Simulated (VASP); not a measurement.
Here is a VASP 6.6.1 calculation.

The input INCAR:

```
PREC = Accurate ; ENCUT = 520
EDIFF = 1E-7 ; ISMEAR = 0
SIGMA = 0.05 ; LREAL = False
LASPH = True ; NELM = 100
ALGO = Fast ; ISIF = 2
LWAVE = False ; LCHARG = False
GGA = CA ; NBANDS = 18
```

The input KPOINTS:

```
regular mesh
0
Gamma
  12 12 8
```

The input POSCAR:

```
Au
1.0
    2.7183247979      0.0000000000      0.0000000000
   -0.0125082499      2.7228534556      0.0000000000
   -1.0986223043     -1.1445016986      4.7540832788
Au
2
Direct
    0.3271380000      0.3340380000      0.7259450000
    0.6728620000      0.6659620000      0.2740550000
```

Potentials or basis: VASP PAW LDA potentials, release 64 (Au).

The run is started by

```sh
$ cat potpaw_LDA.64/Au/POTCAR > POTCAR
$ mpirun -np 1 vasp_std > vasp.out
```

(1) Predict the band gap on the k mesh.

(2) Predict the pressure.

(3) Estimate the largest force.

Results:

(1) zero (bands 11 and 12 overlap by 5.40 eV).

(2) 3.0 GPa.

(3) 0.065 eV/Å.

Caveat: the cell stands under pressure; spin-orbit coupling is left out, which moves the levels of the heavy elements.
